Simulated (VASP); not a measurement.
# Ga3Se (Pm-3m) in VASP: single point with PBE0

Aim: the single point of Ga3Se with PBE0.

All numbers are computed with VASP 6.6.1; they aren't measurements. Logs are shortened: lines on timing, memory, paths and dates and some standing lists are left out, and cuts for length are marked.

### 1 The cell of the first run

It takes space group Pm-3m (No. 221, cubic). The conventional cell has a = 4.432 Å, b = 4.432 Å, c = 4.432 Å, α = 90.00°, β = 90.00°, γ = 90.00°. Se (site symmetry m-3m) has 12 Ga at 3.13 Å within 4.1 Å. Within 4.1 Å of Ga (site symmetry 4/mmm) lie 4 Se at 3.13 Å and 8 Ga at 3.13 Å.

### 2 Single point, PBE0

POSCAR reads:

```
Ga3Se
1.0
    4.4324650000      0.0000000000      0.0000000000
    0.0000000000      4.4324650000      0.0000000000
    0.0000000000      0.0000000000      4.4324650000
Se Ga
1 3
Direct
    0.0000000000      0.0000000000      0.0000000000
    0.5000000000      0.5000000000      0.0000000000
    0.5000000000      0.0000000000      0.5000000000
    0.0000000000      0.5000000000      0.5000000000
```

INCAR.step1 reads:

```
PREC     = Accurate       # precision mode
ENCUT    = 520            # plane-wave cutoff, eV
EDIFF    = 1E-5           # SCF threshold, eV
ISMEAR   = -1             # smearing method
SIGMA    = 0.05           # smearing width, eV
LREAL    = F              # projectors in reciprocal space
LASPH    = T              # aspherical terms in the spheres
NELM     = 100            # most SCF steps
ALGO     = Normal         # electronic algorithm
ISIF     = 2              # what is computed and relaxed
LWAVE    = T              # write WAVECAR
GGA      = PE             # functional
NBANDS   = 30             # bands
KPAR     = 4
```

INCAR.step2 reads:

```
PREC     = Accurate       # precision mode
ENCUT    = 520            # plane-wave cutoff, eV
EDIFF    = 1E-6           # SCF threshold, eV
ISMEAR   = -1             # smearing method
SIGMA    = 0.05           # smearing width, eV
LREAL    = F              # projectors in reciprocal space
LASPH    = T              # aspherical terms in the spheres
NELM     = 100            # most SCF steps
ALGO     = Normal         # electronic algorithm
ISIF     = 2              # what is computed and relaxed
LWAVE    = F              # write WAVECAR
LCHARG   = T              # write CHGCAR
GGA      = PE             # functional
LHFCALC  = T              # exact exchange
AEXX     = 0.25           # exact-exchange fraction
PRECFOCK = Normal       
LVHAR    = T            
ISTART   = 1            
NBANDS   = 30             # bands
KPAR     = 4
```

KPOINTS reads:

```
regular mesh
0
Gamma
  4 4 4
```

Potentials or basis: VASP PAW PBE potentials, release 64 (Se, Ga_d).

Launch:

```sh
> cat potpaw_PBE.64/Se/POTCAR potpaw_PBE.64/Ga_d/POTCAR > POTCAR
> cp INCAR.step1 INCAR
> mpirun -np 4 vasp_std > vasp.out
> cp INCAR.step2 INCAR
> mpirun -np 4 vasp_std > vasp.out
```

OUTCAR:

```text
PREC = Accurate
   ENCUT = 520
   EDIFF = 1E-6
   ISMEAR = -1
   LREAL = F
   LASPH = T
   NELM = 100
   ISIF = 2
   GGA = PE
   LHFCALC = T
   AEXX = 0.25
   PRECFOCK = Normal
   ISTART = 1

 ion  position               nearest neighbor table
   1  0.000  0.000  0.000-
   2  0.500  0.500  0.000-
   3  0.500  0.000  0.500-
   4  0.000  0.500  0.500-

  LATTYP: Found a simple cubic cell.
 ALAT       =     4.4324650000

  Lattice vectors:

 A1 = (   4.4324650000,   0.0000000000,   0.0000000000)
 A2 = (   0.0000000000,   4.4324650000,   0.0000000000)
 A3 = (   0.0000000000,   0.0000000000,   4.4324650000)

Analysis of symmetry for initial positions (statically):
=====================================================================
 Subroutine PRICEL returns:
 Original cell was already a primitive cell.

 Routine SETGRP: Setting up the symmetry group for a
 simple cubic supercell.

 Subroutine GETGRP returns: Found 48 space group operations
 (whereof 48 operations were pure point group operations)
 out of a pool of 48 trial point group operations.

The static configuration has the point symmetry O_h .

Analysis of symmetry for dynamics (positions and initial velocities):
=====================================================================
 Subroutine PRICEL returns:
 Original cell was already a primitive cell.

 Routine SETGRP: Setting up the symmetry group for a
 simple cubic supercell.

 Subroutine GETGRP returns: Found 48 space group operations
 (whereof 48 operations were pure point group operations)
 out of a pool of 48 trial point group operations.

The dynamic configuration has the point symmetry O_h .

 Subroutine INISYM returns: Found 48 space group operations
 (whereof 48 operations are pure point group operations),
 and found     1 'primitive' translations

----------------------------------------------------------------------------------------

                                     Primitive cell

  volume of cell :      87.0835

  direct lattice vectors                    reciprocal lattice vectors
[... 76 lines left out ...]
   EDIFF  = 0.1E-05   stopping-criterion for ELM
   LREAL  =      F    real-space projection
   EDIFFG = 0.1E-04   stopping-criterion for IOM
   NSW    =      0    number of steps for IOM
   IBRION =     -1    ionic relax: 0-MD 1-quasi-New 2-CG
   NFREE  =      0    steps in history (QN), initial steepest desc. (CG)
   ISIF   =      2    stress and relaxation
   ISYM   =      3    0-nonsym 1-usesym 2-fastsym
   POTIM  = 0.5000    time-step for ionic-motion
   TEBEG  =    0.0;   TEEND  =   0.0 temperature during run
   PSTRESS=    0.0 pullay stress
   NELECT =      45.0000    total number of electrons
   NUPDOWN=      -1.0000    fix difference up-down
   EMIN   =  10.00;   EMAX   =-10.00  energy-range for DOS
   EFERMI =   0.00;   METHOD = LEGACY
   ISMEAR =    -1;   SIGMA  =   0.05  broadening in eV -4-tet -1-fermi 0-gaus
   EFERMI_NEDOS =   21; number of points for ismear=-14 and -15
   IALGO  =     38    algorithm
   IMIX   =      1    mixing-type and parameters
     AMIX     =   0.40;   BMIX     =  1.00
     AMIX_MAG =   1.60;   BMIX_MAG =  1.00
  volume/ion in A,a.u.               =      21.77       146.92
  Fermi-wavevector in a.u.,A,eV,Ry     =   1.313713  2.482557 23.481488  1.725841
  Thomas-Fermi vector in A             =   2.444016
   LORBIT       =      0    0 simple, 1 ext, 2 COOP (PROOUT), +10 PAW based schemes
   GGA     = PE    functional components
   LHFCALC =     T    Hartree Fock is set to
   PRECFOCK=normal    Normal, Fast or Accurate (Low or Medium for compatibility)
   ENCUT4O =  -1.0   cutoff for four orbital integrals eV
   NKREDX  =     1    reduce k-point grid by
   NKREDY  =     1    reduce k-point grid by
   NKREDZ  =     1    reduce k-point grid by
   AEXX    =    0.2500 exact exchange contribution
   HFSCREEN=    0.0000 screening length (either q_TF or 0.3 A-1)
   HFSCREENC=   0.0000 screening length for correlation (either q_TF or 0.3 A-1)
   ENCUTFOCK=  -1.0 apply spherical cutoff to Coloumb kernel
   IVDW    =     0    specifies the selected vdW correction
   LEPSILON=     F    determine dielectric tensor
   LRPA    =     F    only Hartree local field effects (RPA)
 non-spin polarized calculation
  energy-cutoff  :      520.00
  volume of cell :       87.08
 maximum number of plane-waves:      2360
 NGX is ok and might be reduce to    36
  NGX = 28; NGY = 28; NGZ = 28

 number of electron      44.9999944 magnetization

 Free energy of the ion-electron system (eV)
  ---------------------------------------------------
  ext. energy  EPLUGINS =         0.00000000
  ---------------------------------------------------
  free energy    TOTEN  =       -15.73227037 eV

  energy without entropy =      -15.72025669  energy(sigma->0) =      -15.72626353

 E-fermi :   4.5175     XC(G=0):  -8.0949

 val. band max:        4.4826864369   @ k =   0.5000   0.2500   0.2500
 cond. band min:       5.2496794202   @ k =   0.5000   0.2500   0.0000
 fundamental gap:      0.7669929833
 Fermi energy:         4.5174782706

 k-point     1 :       0.0000    0.0000    0.0000
  band No.  band energies     occupation
      1     -13.7722      2.00000
      2     -13.7685      2.00000
      3     -13.7685      2.00000
      4     -13.7685      2.00000
      5     -13.7199      2.00000
      6     -13.7199      2.00000
[... 319 lines left out ...]
     29      14.5104      0.00000
     30      14.5104      0.00000

------------------------ aborting loop because EDIFF is reached ----------------------------------------

  FORCE on cell =-STRESS in cart. coord.  units (eV):
  Direction    XX          YY          ZZ          XY          YZ          ZX
  --------------------------------------------------------------------------------------
  -------------------------------------------------------------------------------------
  Total       -0.4862130     -0.4862130     -0.4862130      0.0000000      0.0000000      0.0000000
  in kB       -8.9454302     -8.9454302     -8.9454302      0.0000000      0.0000000      0.0000000
  external PRESSURE =      -8.9454302 kB  Pullay stress =       0.0000000 kB

 VOLUME and BASIS-vectors are now :
 -----------------------------------------------------------------------------
  energy-cutoff  :      520.00
  volume of cell :       87.08
      direct lattice vectors                 reciprocal lattice vectors
     4.432465000  0.000000000  0.000000000     0.225608098  0.000000000  0.000000000
     0.000000000  4.432465000  0.000000000     0.000000000  0.225608098  0.000000000
     0.000000000  0.000000000  4.432465000     0.000000000  0.000000000  0.225608098

 POSITION                                       TOTAL-FORCE (eV/Angst)
 -----------------------------------------------------------------------------------
      0.00000      0.00000      0.00000         0.000000      0.000000      0.000000
      2.21623      2.21623      0.00000         0.000000      0.000000      0.000000
      2.21623      0.00000      2.21623         0.000000      0.000000      0.000000
      0.00000      2.21623      2.21623         0.000000      0.000000      0.000000
 -----------------------------------------------------------------------------------
    total drift:                               -0.000001     -0.000001     -0.000000

  FREE ENERGIE OF THE ION-ELECTRON SYSTEM (eV)
  ---------------------------------------------------
  free  energy   TOTEN  =       -15.7322703658 eV

  energy  without entropy=      -15.7202566944  energy(sigma->0) =      -15.72626353
```

OSZICAR.step1:

```text
N       E                     dE             d eps       ncg     rms          rms(c)
DAV:   1     0.312798697160E+03    0.31280E+03   -0.22010E+04   618   0.248E+03
DAV:   2     0.286213427902E+02   -0.28418E+03   -0.27558E+03   614   0.524E+02
DAV:   3    -0.109288058611E+02   -0.39550E+02   -0.38070E+02   710   0.141E+02
DAV:   4    -0.124990278674E+02   -0.15702E+01   -0.15636E+01   676   0.289E+01
DAV:   5    -0.125391732270E+02   -0.40145E-01   -0.40097E-01   706   0.465E+00    0.301E+00
DAV:   6    -0.123798957247E+02    0.15928E+00   -0.41498E-01   784   0.591E+00    0.174E+00
DAV:   7    -0.123735076194E+02    0.63881E-02   -0.59531E-02   684   0.116E+00    0.764E-01
DAV:   8    -0.123706934160E+02    0.28142E-02   -0.88626E-03   702   0.712E-01    0.786E-02
DAV:   9    -0.123705679190E+02    0.12550E-03   -0.18411E-03   788   0.357E-01    0.504E-02
DAV:  10    -0.123705828140E+02   -0.14895E-04   -0.24218E-04   724   0.153E-01    0.116E-02
DAV:  11    -0.123705865699E+02   -0.37559E-05   -0.29122E-05   660   0.386E-02
   1 F= -.12370587E+02 E0= -.12363577E+02  d E =-.140189E-01
```

Wall time 55 min (4 MPI ranks of Oxide Virtual Turin-like, shared host); peak memory 0.22 GiB.

Results:

```yaml
Free_energy: -15.7323 eV
Pressure: -0.9 GPa
Band_gap_on_the_k_mesh: zero (an odd number of electrons rules out a gap without spin polarisation)
```

Caveat: the PAW data sets were made with another functional, which shifts forces and pressure a little.

The gap in the log of VASP goes by the Fermi energy; the results here count the filled bands.